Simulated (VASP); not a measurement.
Wanted: the native input for a VASP 6.6.1 run.

```yaml
Task: single point
Functional: revPBE
Dispersion: D3(BJ)
Potentials_or_basis: VASP PAW PBE potentials, release 64 (Li_sv)
Cutoff: 520 eV
k_mesh: 11 × 11 × 11
Occupations: fermi-dirac, width 0.05 eV
Spin: no spin polarisation
Dipole_correction: no
Further_INCAR_settings: ALGO = Normal; EDIFF = 1e-06; NBANDS = 8
```

The structure of Li lies in POSCAR:

```
Li
1.0
   -1.6314566567      1.6314566567      1.6314566567
    1.6314566567     -1.6314566567      1.6314566567
    1.6314566567      1.6314566567     -1.6314566567
Li
1
Direct
    0.0000000000      0.0000000000      0.0000000000
```

These files were run (other wordings do the same):

INCAR

```
PREC = Accurate ; ENCUT = 520
EDIFF = 1E-6 ; ISMEAR = -1
SIGMA = 0.05 ; LREAL = F
LASPH = T ; NELM = 100
ALGO = Normal ; ISIF = 2
LWAVE = F ; LCHARG = F
GGA = RE ; IVDW = 12
NBANDS = 8
```

KPOINTS

```
Automatic mesh
0
Gamma
  11 11 11
```

Potentials or basis: VASP PAW PBE potentials, release 64 (Li_sv).

Command:

```bash
$ cat potpaw_PBE.64/Li_sv/POTCAR > POTCAR
$ mpirun -np 1 vasp_std > vasp.out
```

Results of the run:

```
Dispersion energy per atom : -0.383 eV
```

Run time: 3.6 s on 1 thread of Intel(R) Xeon(R) Platinum 8488C (Sapphire Rapids) (shared host), peak memory 0.14 GiB.
